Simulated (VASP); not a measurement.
# BN (Cmcm) in VASP: notebook

BN is run at these levels: PBEsol; tasks: single point.

All numbers are computed with VASP 6.6.1; they aren't measurements. Logs are shortened: lines on timing, memory, paths and dates and some standing lists are left out, and cuts for length are marked.

### 1 The cell of the first run

Symmetry: Cmcm, No. 63, orthorhombic system. The conventional cell has a = 2.579 Å, b = 4.207 Å, c = 6.661 Å, α = 90.00°, β = 90.00°, γ = 90.00°. Within 1.9 Å of B (site symmetry m2m) lie 3 N at 1.40 to 1.47 Å. N (site symmetry m2m) has 3 B at 1.40 to 1.47 Å within 1.9 Å.

### 2 Single point, PBEsol (strain +0.0300 x Voigt [1, -1, 0, 0, 0, 0])

INCAR

```
PREC = Accurate
ENCUT = 520
EDIFF = 1E-6
ISMEAR = 0
SIGMA = 0.05
LREAL = F
LASPH = T
NELM = 80
ALGO = Normal
ISIF = 2
LWAVE = F
LCHARG = F
GGA = PS
NBANDS = 16
```

KPOINTS

```
Automatic mesh
0
Gamma
  12 12 4
```

POSCAR

```
BN
1.0
    2.5791114554      0.0000000000      0.0000000000
   -1.2895557277      2.1034648140      0.0000000000
    0.0000000000      0.0000000000      6.6612000000
B N
2 2
Direct
    0.3333333333      0.6666666667      0.2500000000
    0.6666666667      0.3333333333      0.7500000000
    0.3333333333      0.6666666667      0.7500000000
    0.6666666667      0.3333333333      0.2500000000
```

Potentials or basis: VASP PAW PBE potentials, release 64 (B, N).

Run with:

```bash
cat potpaw_PBE.64/B/POTCAR potpaw_PBE.64/N/POTCAR > POTCAR
mpirun -np 1 vasp_std > vasp.out
```

OUTCAR:

```text
PREC = Accurate
   ENCUT = 520
   EDIFF = 1E-6
   ISMEAR = 0
   LREAL = F
   LASPH = T
   NELM = 80
   ISIF = 2
   GGA = PS

 ion  position               nearest neighbor table
   1  0.333  0.667  0.250-   4 1.40   4 1.47   4 1.47
   2  0.667  0.333  0.750-   3 1.40   3 1.47   3 1.47
   3  0.333  0.667  0.750-   2 1.40   2 1.47   2 1.47
   4  0.667  0.333  0.250-   1 1.40   1 1.47   1 1.47

  Warning from LATTYP: Monoclinic adjustment (A1->A3, A2->A1, A3->A2)!
  LATTYP: Found a base centered orthorhombic cell.
 ALAT       =     2.5791114554
 B/A-ratio  =     1.6311546441
 C/A-ratio  =     2.5827499568

  Lattice vectors:

 A1 = (   1.2895557277,  -2.1034648140,   0.0000000000)
 A2 = (   1.2895557277,   2.1034648140,   0.0000000000)
 A3 = (   0.0000000000,   0.0000000000,   6.6612000000)

Analysis of symmetry for initial positions (statically):
=====================================================================
 Subroutine PRICEL returns:
 Original cell was already a primitive cell.

 Routine SETGRP: Setting up the symmetry group for a
 base centered orthorhombic supercell.

 Subroutine GETGRP returns: Found  8 space group operations
 (whereof  4 operations were pure point group operations)
 out of a pool of  8 trial point group operations.

The static configuration has the point symmetry C_2h.
 The point group associated with its full space group is D_2h.

Analysis of symmetry for dynamics (positions and initial velocities):
=====================================================================
 Subroutine PRICEL returns:
 Original cell was already a primitive cell.

 Routine SETGRP: Setting up the symmetry group for a
 base centered orthorhombic supercell.

 Subroutine GETGRP returns: Found  8 space group operations
 (whereof  4 operations were pure point group operations)
 out of a pool of  8 trial point group operations.

The dynamic configuration has the point symmetry C_2h.
 The point group associated with its full space group is D_2h.

 Subroutine INISYM returns: Found  8 space group operations
 (whereof  4 operations are pure point group operations),
 and found     1 'primitive' translations

----------------------------------------------------------------------------------------

                                     Primitive cell

  volume of cell :      36.1375

  direct lattice vectors                    reciprocal lattice vectors
     2.579111455  0.000000000  0.000000000     0.387730432  0.237703049  0.000000000
    -1.289555728  2.103464814  0.000000000     0.000000000  0.475406098  0.000000000
     0.000000000  0.000000000  6.661200000     0.000000000  0.000000000  0.150123101

  length of vectors
     2.579111455  2.467289646  6.661200000     0.454794050  0.475406098  0.150123101

  position of ions in fractional coordinates (direct lattice)
     0.333333333  0.666666667  0.250000000
     0.666666667  0.333333333  0.750000000
     0.333333333  0.666666667  0.750000000
     0.666666667  0.333333333  0.250000000

  ion indices of the primitive-cell ions
   primitive index   ion index
                 1           1
                 2           2
                 3           3
                 4           4

----------------------------------------------------------------------------------------

 KPOINTS: Automatic mesh

Automatic generation of k-mesh.
 Grid dimensions read from file:
 generate k-points for:   12   12    4

 Generating k-lattice:

  Cartesian coordinates                     Fractional coordinates (reciprocal lattice)
     0.032310869  0.019808587  0.000000000     0.083333333  0.000000000  0.000000000
     0.000000000  0.039617175  0.000000000     0.000000000  0.083333333  0.000000000
     0.000000000  0.000000000  0.037530775     0.000000000  0.000000000  0.250000000

  Length of vectors
     0.037899504  0.039617175  0.037530775

  Shift w.r.t. Gamma in fractional coordinates (k-lattice)
     0.000000000  0.000000000  0.000000000

 Subroutine IBZKPT returns following result:
 ===========================================

 Found    129 irreducible k-points:

 Following reciprocal coordinates:
            Coordinates               Weight
  0.000000  0.000000  0.000000      1.000000
  0.083333  0.000000  0.000000      4.000000
  0.166667  0.000000  0.000000      4.000000
  0.250000  0.000000  0.000000      4.000000
  0.333333  0.000000  0.000000      4.000000
  0.416667  0.000000  0.000000      4.000000
[... 16 lines left out ...]
  0.333333  0.166667  0.000000      4.000000
  0.416667  0.166667  0.000000      4.000000
 [... further k-points ...]
   k-points           NKPTS =    129   k-points in BZ     NKDIM =    129   number of bands    NBANDS=     16
   number of dos      NEDOS =    301   number of ions     NIONS =      4
   total plane-waves  NPLWV =  18000
   dimension x,y,z NGX =    20 NGY =   18 NGZ =   50
   dimension x,y,z NGXF=    40 NGYF=   36 NGZF=  100
   ions per type =               2   2
   NGX,Y,Z   is equivalent  to a cutoff of  12.89, 12.13, 12.48 a.u.
   NGXF,Y,Z  is equivalent  to a cutoff of  25.78, 24.26, 24.96 a.u.
 SYSTEM =  unknown system
   PREC   = accura    normal or accurate (medium, high low for compatibility)
   ISTART =      0    job   : 0-new  1-cont  2-samecut
   ICHARG =      2    charge: 1-file 2-atom 10-const
   ISPIN  =      1    spin polarized calculation?
   LNONCOLLINEAR =      F non collinear calculations
   LSORBIT =      F    spin-orbit coupling
   LASPH  =      T    aspherical Exc in radial PAW
   ENCUT  =  520.0 eV  38.22 Ry    6.18 a.u.   4.80  4.59 12.39*2*pi/ulx,y,z
   NELM   =     80;   NELMIN=  2; NELMDL= -5     # of ELM steps
   EDIFF  = 0.1E-05   stopping-criterion for ELM
   LREAL  =      F    real-space projection
   EDIFFG = 0.1E-04   stopping-criterion for IOM
   NSW    =      0    number of steps for IOM
   IBRION =     -1    ionic relax: 0-MD 1-quasi-New 2-CG
   NFREE  =      0    steps in history (QN), initial steepest desc. (CG)
   ISIF   =      2    stress and relaxation
   ISYM   =      2    0-nonsym 1-usesym 2-fastsym
   POTIM  = 0.5000    time-step for ionic-motion
   TEBEG  =    0.0;   TEEND  =   0.0 temperature during run
   PSTRESS=    0.0 pullay stress
   NELECT =      16.0000    total number of electrons
   NUPDOWN=      -1.0000    fix difference up-down
   EMIN   =  10.00;   EMAX   =-10.00  energy-range for DOS
   EFERMI =   0.00;   METHOD = LEGACY
   ISMEAR =     0;   SIGMA  =   0.05  broadening in eV -4-tet -1-fermi 0-gaus
   EFERMI_NEDOS =   21; number of points for ismear=-14 and -15
   IALGO  =     38    algorithm
   IMIX   =      4    mixing-type and parameters
     AMIX     =   0.40;   BMIX     =  1.00
     AMIX_MAG =   1.60;   BMIX_MAG =  1.00
  volume/ion in A,a.u.               =       9.03        60.97
  Fermi-wavevector in a.u.,A,eV,Ry     =   1.247754  2.357913 21.182766  1.556889
  Thomas-Fermi vector in A             =   2.381872
   LORBIT       =      0    0 simple, 1 ext, 2 COOP (PROOUT), +10 PAW based schemes
   GGA     = PS    functional components
   LHFCALC =     F    Hartree Fock is set to
   AEXX    =    0.0000 exact exchange contribution
   IVDW    =     0    specifies the selected vdW correction
   LEPSILON=     F    determine dielectric tensor
   LRPA    =     F    only Hartree local field effects (RPA)
 non-spin polarized calculation
 Gauss-broadening in eV      SIGMA  =   0.05
  energy-cutoff  :      520.00
  volume of cell :       36.14
 maximum number of plane-waves:       992
   NGX =  9   NGY =  9   NGZ = 25

 number of electron      16.0000000 magnetization

 Free energy of the ion-electron system (eV)
  ---------------------------------------------------
  ext. energy  EPLUGINS =         0.00000000
  ---------------------------------------------------
  free energy    TOTEN  =       -36.41353337 eV

  energy without entropy =      -36.41353337  energy(sigma->0) =      -36.41353337

 E-fermi :   2.5289     XC(G=0): -10.2848

 val. band max:        2.2503994668   @ k =   0.2500   0.3333   0.0000
 cond. band min:       6.2252996949   @ k =   0.5000   0.0000   0.0000
 fundamental gap:      3.9749002281
 Fermi energy:         2.5288575879

 k-point     1 :       0.0000    0.0000    0.0000
  band No.  band energies     occupation
      1     -15.6000      2.00000
      2     -15.3039      2.00000
      3      -4.1175      2.00000
      4      -1.9717      2.00000
      5       0.7777      2.00000
      6       0.8168      2.00000
[... 8 lines left out ...]
     15      15.1503      0.00000
     16      15.6364      0.00000

 k-point     2 :       0.0833    0.0000    0.0000
  band No.  band energies     occupation
      1     -15.4678      2.00000
      2     -15.1762      2.00000
      3      -3.9356      2.00000
      4      -1.8085      2.00000
      5       0.2264      2.00000
      6       0.2605      2.00000
[... 8 lines left out ...]
     15      14.6338      0.00000
     16      15.8850      0.00000

 k-point     3 :       0.1667    0.0000    0.0000
  band No.  band energies     occupation
      1     -15.0781      2.00000
      2     -14.8003      2.00000
      3      -3.3963      2.00000
      4      -1.3294      2.00000
      5      -1.2345      2.00000
      6      -1.1858      2.00000
[... 8 lines left out ...]
     15      15.9143      0.00000
     16      16.9297      0.00000

 k-point     4 :       0.2500    0.0000    0.0000
  band No.  band energies     occupation
      1     -14.4570      2.00000
      2     -14.2039      2.00000
      3      -3.0579      2.00000
      4      -2.9868      2.00000
      5      -2.5244      2.00000
      6      -0.5715      2.00000
[... 8 lines left out ...]
     15      17.2961      0.00000
     16      17.8423      0.00000

 k-point     5 :       0.3333    0.0000    0.0000
  band No.  band energies     occupation
      1     -13.6702      2.00000
      2     -13.4568      2.00000
      3      -4.8467      2.00000
      4      -4.7550      2.00000
      5      -1.3836      2.00000
      6      -1.1241      2.00000
[... 8 lines left out ...]
     15      17.2599      0.00000
     16      19.8591      0.00000

 k-point     6 :       0.4167    0.0000    0.0000
  band No.  band energies     occupation
      1     -12.8854      2.00000
      2     -12.7379      2.00000
      3      -6.2564      2.00000
      4      -6.1615      2.00000
      5      -1.5051      2.00000
      6      -1.4436      2.00000
[... 8 lines left out ...]
     15      17.4028      0.00000
     16      20.8111      0.00000

 k-point     7 :       0.5000    0.0000    0.0000
  band No.  band energies     occupation
      1     -12.4988      2.00000
      2     -12.4190      2.00000
      3      -6.8288      2.00000
      4      -6.7465      2.00000
      5      -1.6372      2.00000
      6      -1.5749      2.00000
[... 8 lines left out ...]
     15      17.4869      0.00000
     16      20.5570      0.00000

 k-point     8 :       0.0000    0.0833    0.0000
  band No.  band energies     occupation
      1     -15.4541      2.00000
      2     -15.1628      2.00000
      3      -3.9172      2.00000
      4      -1.7911      2.00000
      5       0.4545      2.00000
      6       0.4649      2.00000
[... 8 lines left out ...]
     15      14.6684      0.00000
     16      15.9997      0.00000

 k-point     9 :       0.0833    0.0833    0.0000
  band No.  band energies     occupation
      1     -15.1796      2.00000
      2     -14.8977      2.00000
      3      -3.5383      2.00000
      4      -1.4527      2.00000
      5      -0.6612      2.00000
      6      -0.6218      2.00000
[... 8 lines left out ...]
     15      14.7778      0.00000
     16      16.8584      0.00000
[... 172 lines left out ...]
 k-point    19 :       0.0000    0.1667    0.0000
  band No.  band energies     occupation
      1     -15.0235      2.00000
      2     -14.7468      2.00000
      3      -3.3228      2.00000
      4      -1.2598      2.00000
      5      -0.8610      2.00000
      6      -0.8333      2.00000
[... 8 lines left out ...]
     15      15.6623      0.00000
     16      16.9012      0.00000

 k-point    20 :       0.0833    0.1667    0.0000
  band No.  band energies     occupation
      1     -14.6192      2.00000
      2     -14.3574      2.00000
      3      -2.7585      2.00000
      4      -1.9862      2.00000
      5      -1.9598      2.00000
      6      -0.8725      2.00000
[... 8 lines left out ...]
     15      16.4873      0.00000
     16      17.4241      0.00000

 k-point    21 :       0.1667    0.1667    0.0000
  band No.  band energies     occupation
      1     -13.9968      2.00000
      2     -13.7612      2.00000
      3      -3.4390      2.00000
      4      -3.3938      2.00000
      5      -1.8741      2.00000
      6      -1.6524      2.00000
[... 8 lines left out ...]
     15      16.8011      0.00000
     16      16.8113      0.00000

 k-point    22 :       0.2500    0.1667    0.0000
  band No.  band energies     occupation
      1     -13.2316      2.00000
      2     -13.0381      2.00000
      3      -4.9311      2.00000
      4      -4.8572      2.00000
      5      -2.3709      2.00000
      6      -2.2992      2.00000
[... 8 lines left out ...]
     15      15.9674      0.00000
     16      17.4030      0.00000

 k-point    23 :       0.3333    0.1667    0.0000
  band No.  band energies     occupation
      1     -12.5086      2.00000
      2     -12.3825      2.00000
      3      -6.1095      2.00000
      4      -6.0187      2.00000
      5      -2.8668      2.00000
      6      -2.7902      2.00000
[... 8 lines left out ...]
     15      16.4911      0.00000
     16      18.9270      0.00000

 k-point    24 :       0.4167    0.1667    0.0000
  band No.  band energies     occupation
      1     -12.2222      2.00000
      2     -12.1499      2.00000
      3      -6.5038      2.00000
      4      -6.4088      2.00000
      5      -3.0819      2.00000
      6      -3.0053      2.00000
[... 8 lines left out ...]
     15      16.9346      0.00000
     16      20.0369      0.00000

 [... further k-points ...]
[... 5 lines left out ...]
  --------------------------------------------------------------------------------------
  -------------------------------------------------------------------------------------
  Total       -4.5290523      5.6258132      0.1588280      0.0000000     -0.0000000      0.0000000
  in kB     -200.7983249    249.4238936      7.0417355      0.0000000     -0.0000000      0.0000000
  external PRESSURE =      18.5557681 kB  Pullay stress =       0.0000000 kB

 VOLUME and BASIS-vectors are now :
 -----------------------------------------------------------------------------
  energy-cutoff  :      520.00
  volume of cell :       36.14
      direct lattice vectors                 reciprocal lattice vectors
     2.579111455  0.000000000  0.000000000     0.387730432  0.237703049  0.000000000
    -1.289555728  2.103464814  0.000000000     0.000000000  0.475406098  0.000000000
     0.000000000  0.000000000  6.661200000     0.000000000  0.000000000  0.150123101

 POSITION                                       TOTAL-FORCE (eV/Angst)
 -----------------------------------------------------------------------------------
     -0.00000      1.40231      1.66530        -0.000000     -0.908038      0.000000
      1.28956      0.70115      4.99590         0.000000      0.908038      0.000000
     -0.00000      1.40231      4.99590         0.000000     -0.919116      0.000000
      1.28956      0.70115      1.66530         0.000000      0.919116      0.000000
 -----------------------------------------------------------------------------------
    total drift:                                0.000000     -0.000000     -0.000000

  FREE ENERGIE OF THE ION-ELECTRON SYSTEM (eV)
  ---------------------------------------------------
  free  energy   TOTEN  =       -36.4135333737 eV

  energy  without entropy=      -36.4135333737  energy(sigma->0) =      -36.41353337
```

Run time: 28 s. Hardware: 1 thread of Intel Xeon 6975P-C, shared host; peak memory 0.19 GiB.

What came out:

```
Free energy            : -36.4135 eV
Pressure               : 1.9 GPa
Largest force          : 0.919 eV/Å
Band gap on the k mesh : 3.97 eV, indirect (least direct gap 4.59 eV)
```

Forces in eV/Å, atoms in the order of the input:
```
B    0.000 -0.908  0.000
B    0.000  0.908  0.000
N    0.000 -0.919  0.000
N    0.000  0.919  0.000
```

Caveat: the cell differs from its parent crystal (strain +0.0300 x Voigt [1, -1, 0, 0, 0, 0]); the PAW data sets were made with another functional, which shifts forces and pressure a little; this functional lacks dispersion, which binds the layers, so the pressure and a relaxed spacing across them are unreliable.

### 3 Single point, PBEsol (strain -0.0200 x Voigt [1, -1, 0, 0, 0, 0])

INCAR

```
SYSTEM = BN
PREC     = Accurate       ! precision mode
ENCUT    = 520            ! plane-wave cutoff, eV
EDIFF    = 1E-6           ! SCF threshold, eV
ISMEAR   = 0              ! smearing method
SIGMA    = 0.05           ! smearing width, eV
LREAL    = .FALSE.        ! projectors in reciprocal space
LASPH    = .TRUE.         ! aspherical terms in the spheres
NELM     = 80             ! most SCF steps
ALGO     = Normal         ! electronic algorithm
ISIF     = 2              ! what is computed and relaxed
LWAVE    = .FALSE.        ! write WAVECAR
LCHARG   = .FALSE.        ! write CHGCAR
GGA      = PS             ! functional
NBANDS   = 16             ! bands
```

KPOINTS

```
regular mesh
0
G
  12 12 4
  0 0 0
```

POSCAR, as its differences from that of step 2:

```diff
@@ -2,4 +2,4 @@
 1.0
-    2.5791114554      0.0000000000      0.0000000000
-   -1.2895557277      2.1034648140      0.0000000000
+    2.4539118702      0.0000000000      0.0000000000
+   -1.2269559351      2.2118908353      0.0000000000
     0.0000000000      0.0000000000      6.6612000000
```

Potentials or basis: VASP PAW PBE potentials, release 64 (B, N).

Run with:

```bash
cat potpaw_PBE.64/B/POTCAR potpaw_PBE.64/N/POTCAR > POTCAR
mpirun -np 1 vasp_std > vasp.out
```

Wall time 34 s (1 thread of Intel Xeon 6975P-C, shared host); peak memory 0.18 GiB.

Results (log left out):

```
Free energy            : -36.4985 eV
Pressure               : 1.2 GPa
Largest force          : 0.483 eV/Å
Band gap on the k mesh : 3.95 eV, indirect (least direct gap 4.60 eV)
```

Forces on the atoms (eV/Å):
```
B    0.000  0.476  0.000
B    0.000 -0.476  0.000
N    0.000  0.483  0.000
N    0.000 -0.483  0.000
```

Stress tensor (GPa, compression positive):
```
 16.37   0.00   0.00
  0.00 -13.44   0.00
  0.00   0.00   0.70
```

Levels at points of the mesh, in eV from the valence-band top:
```csv
k point,band 5,band 6,band 7,band 8,band 9,band 10,band 11,band 12
"(0.00, 0.00, 0.00)",-1.46,-1.42,-1.23,-1.20,4.98,10.09,10.62,11.02
"(0.50, 0.00, 0.00)",-4.36,-4.30,-1.36,-0.38,4.22,5.52,9.12,9.44
"(0.00, 0.50, 0.00)",-3.77,-3.71,-1.77,-0.69,3.95,5.56,9.89,10.72
"(0.00, 0.00, 0.50)",-1.44,-1.44,-1.21,-1.21,7.35,7.35,10.91,10.91
"(0.50, 0.00, 0.50)",-4.33,-4.33,-0.85,-0.85,4.65,4.65,9.44,9.44
"(0.00, 0.50, 0.50)",-3.74,-3.74,-1.22,-1.22,4.52,4.52,10.57,10.57
```

Caveat: the cell differs from its parent crystal (strain -0.0200 x Voigt [1, -1, 0, 0, 0, 0]); the PAW data sets were made with another functional, which shifts forces and pressure a little; this functional lacks dispersion, which binds the layers, so the pressure and a relaxed spacing across them are unreliable. A k mesh can miss the band edges.
